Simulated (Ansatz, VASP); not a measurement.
# SiC in VASP and in Ansatz

Contents of POSCAR:

```
SiC
1.0
   -0.0643614469      2.1780523476      2.1780523476
    2.1780523476     -0.0643614469      2.1780523476
    2.1136909008      2.1136909008      0.0000000000
Si C
1 1
Direct
   -0.0026324201     -0.0026324201      0.0026324201
    0.2526324201      0.2526324201      0.2473675799
```

File INCAR.step1:

```
SYSTEM = SiC
ALGO = Normal
EDIFF = 1E-4
ENCUT = 520
GGA = PE
ISMEAR = 0
LASPH = .TRUE.
LCHARG = .FALSE.
LREAL = .FALSE.
LWAVE = .TRUE.
NBANDS = 11
NELM = 100
PREC = Accurate
SIGMA = 0.01
```

File INCAR.step2:

```
SYSTEM = SiC
ALGO = Normal
EDIFF = 1E-6
ENCUT = 520
ISIF = 2
ISMEAR = 0
ISTART = 1
LASPH = .TRUE.
LCHARG = .TRUE.
LELF = .TRUE.
LMIXTAU = .TRUE.
LREAL = .FALSE.
LVHAR = .TRUE.
LWAVE = .FALSE.
METAGGA = R2SCAN
NBANDS = 11
NELM = 100
PREC = Accurate
SIGMA = 0.01
```

KPOINTS

```
k-points
0
G
  10 10 10
  0 0 0
```

Input for Ansatz:

```yaml
crystal:
  lattice:
    - [-0.0643614469, 2.1780523476, 2.1780523476]
    - [2.1780523476, -0.0643614469, 2.1780523476]
    - [2.1136909008, 2.1136909008, 0.0]
  atoms:
    - { symbol: Si, position: [-0.0026324201, -0.0026324201, 0.0026324201] }
    - { symbol: C, position: [0.2526324201, 0.2526324201, 0.2473675799] }
kpoints:
  mp_grid: { grid: [10, 10, 10] }
  band_path:
    path:
      - [0.0, 0.0, 0.0]
      - [-0.5, -0.5, 0.0]
      - [-0.375, -0.375, 0.25]
      - [-0.375, 0.0, 0.375]
      - [0.0, 0.0, 0.5]
      - [-0.5, -0.25, 0.25]
    npoints: 1
hamiltonian:
  xc: r2scan
scf:
  occupations: { method: fixed }
  n_extra_bands: 4
output:
  forces: true
  stress: true
  eigenvalues: true
```

Change from the starting cell: shear_xy strain -5.9%.

Alike in both runs: task single point; functional r2SCAN; k mesh 10 × 10 × 10; no spin polarisation.

```csv
,VASP,Ansatz
version,VASP 6.6.1,Ansatz 0.2.0
potentials or method,"VASP PAW PBE potentials, release 64 (Si, C)","plane waves, PAW"
plane-wave cutoff (eV),520,500
occupations,"gaussian, width 0.01 eV",fixed
valence electrons in the cell,8,8
```

```csv
,VASP,Ansatz,Ansatz less VASP
gap on the k mesh at the Fermi level (eV),1.24,1.23,-0.008
pressure (GPa),0.4,0.6,+0.17
"traceless stress, the component that is largest in VASP (GPa)",15.56,15.48,-0.084
```

VASP's potentials were made for PBE, not for r2SCAN.
